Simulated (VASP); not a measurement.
## Bi: single point with PBE

The system is Bi.

```
Bi
1.0
     2.29246    1.32355    4.04675
    -2.29246    1.32355    4.04675
     0.00000   -2.64710    4.04675
Bi
2
Direct
  0.23371 0.23371 0.23371
  0.76629 0.76629 0.76629
```

```yaml
Program: VASP 6.6.1
Task: single point
Functional: PBE
Potentials_or_basis: VASP PAW PBE potentials, release 64 (Bi_d)
Cutoff: 520 eV
k_mesh: 8 × 8 × 8
Occupations: fermi-dirac, width 0.6 eV
Spin: no spin polarisation
Dipole_correction: no
Further_INCAR_settings: ALGO = Normal; EDIFF = 1e-07; NBANDS = 22
```

```yaml
Pressure: 1.5 GPa
Largest_force: 0.476 eV/Å
Band_gap_on_the_k_mesh: zero (band 15 reaches 5.76 eV, above the bottom of band 16 at 5.60 eV)
```

Forces on the atoms (eV/Å):
```
Bi   0.000  0.000  0.476
Bi   0.000  0.000 -0.476
```

Stress tensor (GPa, compression positive):
```
1.70 0.00 0.00
0.00 1.70 0.00
0.00 0.00 1.20
```

Levels at points of the mesh, in eV from the Fermi level:
```tsv
k point	band 11	band 12	band 13	band 14	band 15	band 16	band 17	band 18	band 19	band 20
(0.00, 0.00, 0.00)	-12.92	-7.74	-1.57	-1.21	-1.21	2.31	2.75	2.75	5.53	5.75
(0.50, 0.00, 0.00)	-11.12	-10.48	-1.47	-1.24	-0.40	-0.32	0.43	0.98	7.22	8.11
(0.50, 0.50, 0.00)	-11.23	-9.56	-4.53	-2.97	-2.80	2.32	4.58	5.16	6.25	8.92
(0.50, 0.50, 0.50)	-11.83	-9.90	-0.99	-0.64	-0.64	0.65	0.67	0.67	6.73	8.82
```

It took 46 s on 1 thread of Intel(R) Xeon(R) Platinum 8559C (Emerald Rapids), on a shared host, peak memory 0.24 GiB.

Caveat: spin-orbit coupling is left out, which moves the levels of the heavy elements.
